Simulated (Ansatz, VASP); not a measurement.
## Pb3F2 in VASP and in Ansatz

INCAR

```
SYSTEM = Pb3F2
PREC     = Accurate       ! precision mode
ENCUT    = 520            ! plane-wave cutoff, eV
EDIFF    = 1E-6           ! SCF threshold, eV
ISMEAR   = 0              ! smearing method
SIGMA    = 0.1            ! smearing width, eV
LREAL    = .FALSE.        ! projectors in reciprocal space
LASPH    = .TRUE.         ! aspherical terms in the spheres
NELM     = 80             ! most SCF steps
ALGO     = Normal         ! electronic algorithm
ISIF     = 2              ! what is computed and relaxed
LWAVE    = .FALSE.        ! write WAVECAR
LCHARG   = .FALSE.        ! write CHGCAR
GGA      = PE             ! functional
NBANDS   = 36             ! bands
```

File KPOINTS:

```
Automatic mesh
0
G
  6 6 6
  0 0 0
```

File POSCAR:

```
Pb3F2
1.0
    1.9296862215      1.1141048594      8.9450744807
   -1.9296862215      1.1141048594      8.9450744807
    0.0000000000     -2.2282097188      8.9450744807
Pb F
3 2
Direct
    0.0000000000      0.0000000000      0.0000000000
    0.2095000000      0.2095000000      0.2095000000
    0.7905000000      0.7905000000      0.7905000000
    0.4000000000      0.4000000000      0.4000000000
    0.6000000000      0.6000000000      0.6000000000
```

Input for Ansatz:

```yaml
crystal:
  lattice:
    - [1.9296862215, 1.1141048594, 8.9450744807]
    - [-1.9296862215, 1.1141048594, 8.9450744807]
    - [0.0, -2.2282097188, 8.9450744807]
  atoms:
    - { symbol: Pb, position: [0.0, 0.0, 0.0] }
    - { symbol: Pb, position: [0.2095, 0.2095, 0.2095] }
    - { symbol: Pb, position: [0.7905, 0.7905, 0.7905] }
    - { symbol: F, position: [0.4, 0.4, 0.4] }
    - { symbol: F, position: [0.6, 0.6, 0.6] }
basis:
  ecutwfc: 420
kpoints:
  mp_grid: { grid: [6, 6, 6] }
hamiltonian:
  xc: pbe
scf:
  occupations: { method: gaussian, width: 0.1 }
  lower_state_search: "off"
output:
  forces: true
  stress: true
  eigenvalues: true
```

Alike in both runs: task single point; functional PBE; k mesh 6 × 6 × 6; occupations gaussian, width 0.1 eV; no spin polarisation.

|  | VASP | Ansatz |
| --- | --- | --- |
| version | VASP 6.6.1 | Ansatz 0.2.0 |
| potentials or method | VASP PAW PBE potentials, release 64 (Pb_d, F), cutoff 520 eV | scalar-relativistic, plane waves, PAW |
| valence electrons in the cell | 56 | 56 |

```csv
,VASP,Ansatz,Ansatz less VASP
gap on the k mesh at the Fermi level (eV),none,none,-
pressure (GPa),1.7,1.9,+0.14
"traceless stress, the component that is largest in VASP (GPa)",1.49,1.48,-0.010
rms of the force components (eV/Å),0.413,0.413,0.0000
```

Atom by atom the forces differ by 0.001 eV/Å (rms over components). A gap of «none» marks a metal or a gap that the smearing closes.

Neither program's run includes spin-orbit coupling.
